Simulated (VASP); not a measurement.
# RbGe5: relaxation of cell and atoms with PBE

The system is RbGe5.

```xyz
6
Lattice="4.2119 0.0000 0.0000 -2.1059 3.6476 0.0000 0.0000 0.0000 9.5338" Properties=species:S:1:pos:R:3 pbc="T T T"
Rb    0.0000    0.0000    0.0000
Ge    0.0000    2.4317    3.6167
Ge    0.0000    2.4317    5.9172
Ge    2.1059    1.2159    5.9172
Ge    2.1059    1.2159    3.6167
Ge    0.0000    0.0000    4.7669
```

The cell was generated, and may not be a known phase.

```json
{
 "Program": "VASP 6.6.1",
 "Task": "relaxation of cell and atoms",
 "Functional": "PBE",
 "Potentials or basis": "VASP PAW PBE potentials, release 64 (Rb_sv, Ge_d)",
 "Cutoff": "600 eV",
 "k mesh": "6 × 6 × 2",
 "Occupations": "gaussian, width 0.1 eV",
 "Spin": "no spin polarisation",
 "Dipole correction": "no",
 "Further INCAR settings": "ALGO = Normal; EDIFF = 1e-06; IBRION = 2; EDIFFG = -0.04; NSW = 90; ISIF = 3"
}
```

| Property | Result |
| --- | --- |
| Relaxed volume | 25.70 Å³/atom |
| Relaxed cell | a = 4.845 Å, b = 4.845 Å, c = 7.585 Å, α = 90.00°, β = 90.00°, γ = 120.00° |
| Space group after relaxing (to 0.1 Å) | P6/mmm (No. 191) |
| Energy gained by relaxing | 672.8 meV/atom |
| Ionic steps | 16 |
| Pressure after relaxing | -0.1 GPa |
| Largest force after relaxing | 0.014 eV/Å |
| Band gap on the k mesh | zero (an odd number of electrons rules out a gap without spin polarisation) |

Forces in eV/Å, atoms in the order of the input:
```
Rb   0.000  0.000  0.000
Ge   0.000  0.000  0.014
Ge   0.000  0.000 -0.014
Ge   0.000  0.000 -0.014
Ge   0.000  0.000  0.014
Ge   0.000  0.000  0.000
```

Stress tensor (GPa, compression positive):
```
-0.23  0.00  0.00
 0.00 -0.23  0.00
 0.00  0.00  0.19
```

The path:
```tsv
step	energy change (eV)	largest force (eV/Å)	pressure (GPa)	volume (Å³)
1	0.0000	3.7123	21.60	146.47
2	-2.3729	0.7429	-4.72	227.64
3	-3.1118	0.0108	-0.47	191.47
4	-3.2595	0.0740	-0.48	190.24
5	-3.4329	1.3267	-0.23	185.29
6	-3.4521	0.7775	-0.37	187.15
7	-3.4572	0.9042	-0.29	186.67
8	-3.5561	0.8403	-0.74	184.87
9	-3.7533	0.6276	-1.81	178.96
10	-3.5540	0.8267	-2.21	164.74
11	-3.7483	0.8983	-1.85	174.72
12	-3.8667	0.5077	-1.96	170.97
13	-3.9833	0.1500	-2.03	163.06
14	-3.9882	0.2435	-1.86	161.31
15	-4.0234	0.1341	-1.03	157.74
16	-4.0370	0.0144	-0.09	154.17
```

Final structure:
```xyz
6
Lattice="4.8447 0.0000 0.0000 -2.4224 4.1957 0.0000 0.0000 0.0000 7.5847" Properties=species:S:1:pos:R:3 pbc="T T T"
Rb    0.0000    0.0000    0.0000
Ge    0.0000    2.7971    2.5325
Ge    0.0000    2.7971    5.0522
Ge    2.4224    1.3986    5.0522
Ge    2.4224    1.3986    2.5325
Ge    0.0000    0.0000    3.7924
```

Levels at points of the mesh, in eV from the Fermi level:
| k point | band 35 | band 36 | band 37 | band 38 | band 39 | band 40 | band 41 | band 42 | band 43 | band 44 |
| --- | --- | --- | --- | --- | --- | --- | --- | --- | --- | --- |
| (0.00, 0.00, 0.00) | -3.21 | -2.77 | -2.77 | -1.98 | -1.98 | -0.57 | -0.57 | 0.75 | 1.04 | 2.04 |
| (0.50, 0.00, 0.00) | -4.53 | -2.47 | -1.69 | -1.62 | -1.35 | 1.20 | 2.03 | 2.76 | 2.86 | 3.72 |
| (0.00, 0.00, 0.50) | -2.73 | -2.73 | -2.57 | -2.03 | -2.03 | -0.71 | -0.71 | -0.51 | 1.41 | 1.43 |
| (0.50, 0.00, 0.50) | -4.56 | -2.35 | -1.67 | -1.59 | -0.95 | 1.46 | 1.84 | 2.00 | 2.04 | 2.74 |

Wall time 17 min on 1 thread of Intel(R) Xeon(R) 6975P-C (Granite Rapids), with other jobs on the host, peak memory 0.37 GiB.

Caveat: a cell axis changed by over 15 % at a fixed basis, so the end point is rough.
